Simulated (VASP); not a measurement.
Nb3CdB, 5 atoms in the cell. Symmetry: Pm-3m, No. 221, cubic system. Conventional cell: a = 4.915 Å, b = 4.915 Å, c = 4.915 Å, α = 90.00°, β = 90.00°, γ = 90.00°. Nb (site symmetry 4/mmm) has 2 Cd at 2.46 Å within 3.2 Å. Cd (site symmetry m-3m) has 6 Nb at 2.46 Å within 3.2 Å. B (site symmetry m-3m) has 12 Nb at 3.48 Å and 8 Cd at 4.26 Å within 4.6 Å. The cell was generated, and may not be a known phase.

| Property | Result |
| --- | --- |
| Program | VASP 6.6.1 |
| Task | single point |
| Functional | PBE |
| Potentials or basis | VASP PAW PBE potentials, release 64 (Nb_sv, Cd, B) |
| Cutoff | 520 eV |
| k mesh | 4 × 4 × 4 |
| Occupations | gaussian, width 0.1 eV |
| Spin | no spin polarisation |
| Dipole correction | no |
| Further INCAR settings | ALGO = Normal; EDIFF = 1e-06; NBANDS = 35 |

Potentials or basis: VASP PAW PBE potentials, release 64 (Nb_sv, Cd, B).

Launch:

```sh
$ cat potpaw_PBE.64/Nb_sv/POTCAR potpaw_PBE.64/Cd/POTCAR potpaw_PBE.64/B/POTCAR > POTCAR
$ mpirun -np 1 vasp_std > vasp.out
```

Hardware: 1 thread of Intel Xeon 8259CL, on a shared host.

**Question.** Estimate the wall time of this run.

**Answer.** Run time: 98 s on 1 thread of Intel Xeon 8259CL, with other jobs on the host, peak memory 0.22 GiB. Counts: scf iterations 15, k points 10.
